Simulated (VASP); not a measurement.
The system is CaSe.

```
Ca Se
1.0
     0.00000    3.15453    3.15453
     3.15453    0.00000    3.15453
     3.15453    3.15453    0.00000
Ca Se
1 1
Direct
  0.00000 0.00000 0.00000
  0.50000 0.50000 0.50000
```

* Program: VASP 6.6.1
* Task: relaxation of cell and atoms
* Functional: PBE
* Potentials or basis: VASP PAW PBE potentials, release 64 (Ca_sv, Se)
* Cutoff: 500 eV
* k mesh: 8 × 8 × 8
* Occupations: gaussian, width 0.02 eV
* Spin: no spin polarisation

At the start: pressure -5.7 GPa; volume 31.39 Å³/atom.

Question: Where does the relaxation end?

Answer: Over 3 steps the energy falls by 99.7 meV/atom and the volume is 26.54 Å³/atom (-15.5 %); space group Fm-3m (No. 225, to 0.05 Å).

The path:
| step | energy change (eV) | largest force (eV/Å) | pressure (GPa) | volume (Å³) |
| --- | --- | --- | --- | --- |
| 1 | 0.0000 | 0.0000 | -5.70 | 62.78 |
| 2 | -0.1994 | 0.0000 | -0.10 | 53.18 |
| 3 | -0.1994 | 0.0000 | 0.00 | 53.07 |

Final structure:
```
CELL_PARAMETERS angstrom
0.00000 2.98268 2.98268
2.98268 0.00000 2.98268
2.98268 2.98268 0.00000
ATOMIC_POSITIONS crystal
Ca 0.00000 0.00000 0.00000
Se 0.50000 0.50000 0.50000
```

Caveat: the volume moved by over 15 % at a fixed basis, so the end points are rough.
